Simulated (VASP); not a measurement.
Set up this calculation in VASP 6.6.1, as the native input.

```
Task                   : relaxation of the atoms
Functional             : PBE
Potentials or basis    : VASP PAW PBE potentials, release 64 (Si, O)
Cutoff                 : 520 eV
k mesh                 : 4 × 4 × 3
Occupations            : fermi-dirac, width 0.02 eV
Spin                   : no spin polarisation
Dipole correction      : no
Further INCAR settings : ALGO = Normal; EDIFF = 1e-06; IBRION = 2; EDIFFG = -0.02; NSW = 80
```

The structure of SiO2 lies in POSCAR:

```
SiO2
1.0
    4.9820000000      0.0000000000      0.0000000000
    0.0000000000      4.9820000000      0.0000000000
    0.0000000000      0.0000000000      6.9630000000
Si O
4 8
Direct
    0.2989700000      0.2989700000      0.0000000000
    0.2010300000      0.7989700000      0.2500000000
    0.7010300000      0.7010300000      0.5000000000
    0.7989700000      0.2010300000      0.7500000000
    0.2398900000      0.1034700000      0.1781300000
    0.3965300000      0.7398900000      0.4281300000
    0.7601100000      0.8965300000      0.6781300000
    0.6034700000      0.2601100000      0.9281300000
    0.7398900000      0.3965300000      0.5718700000
    0.8965300000      0.7601100000      0.3218700000
    0.2601100000      0.6034700000      0.0718700000
    0.1034700000      0.2398900000      0.8218700000
```

One way to write it, as run:

INCAR

```
  ALGO = Normal
  EDIFF = 1E-6
  EDIFFG = -0.02
  ENCUT = 520
  GGA = PE
  IBRION = 2
  ISIF = 2
  ISMEAR = -1
  LASPH = True
  LCHARG = False
  LREAL = False
  LWAVE = False
  NELM = 60
  NSW = 80
  PREC = Accurate
  SIGMA = 0.02
```

KPOINTS

```
k-points
0
Gamma
  4 4 3
```

Potentials or basis: VASP PAW PBE potentials, release 64 (Si, O).

Launch:

```bash
$ cat potpaw_PBE.64/Si/POTCAR potpaw_PBE.64/O/POTCAR > POTCAR
$ mpirun -np 1 vasp_std > vasp.out
```

It gave:

```
Energy gained by relaxing    : 8.2 meV/atom
Ionic steps                  : 16
Pressure after relaxing      : 1.2 GPa
Largest force after relaxing : 0.020 eV/Å
Band gap on the k mesh       : 5.61 eV
```

Run time: 15 min on 1 thread of Oxide Virtual Turin-like Processor (shared host), peak memory 0.27 GiB.
